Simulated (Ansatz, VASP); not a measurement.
## One calculation of S, two programs

```
S
1.0
     0.00000    2.89610    2.89610
     2.89610    0.00000    2.89610
     2.89610    2.89610    0.00000
S
2
Direct
  0.00000 0.00000 0.00000
  0.25000 0.25000 0.25000
```

Alike in both runs: task single point; functional LDA; k mesh 12 × 12 × 12; occupations fermi-dirac, width 0.05 eV; no spin polarisation.

```csv
,VASP,Ansatz
version,VASP 6.6.1,Ansatz 0.2.0
potentials or method,"VASP PAW LDA potentials, release 64 (S), cutoff 520 eV","all-electron LAPW, scalar-relativistic"
```

|  | VASP | Ansatz | Ansatz less VASP |
| --- | --- | --- | --- |
| pressure (GPa) | -3.7 | -3.7 | +0.02 |

LDA's correlation is that of Perdew and Zunger in VASP and of Perdew and Wang (1992) in Ansatz. Ansatz ran all-electron here, and VASP with PAW potentials.
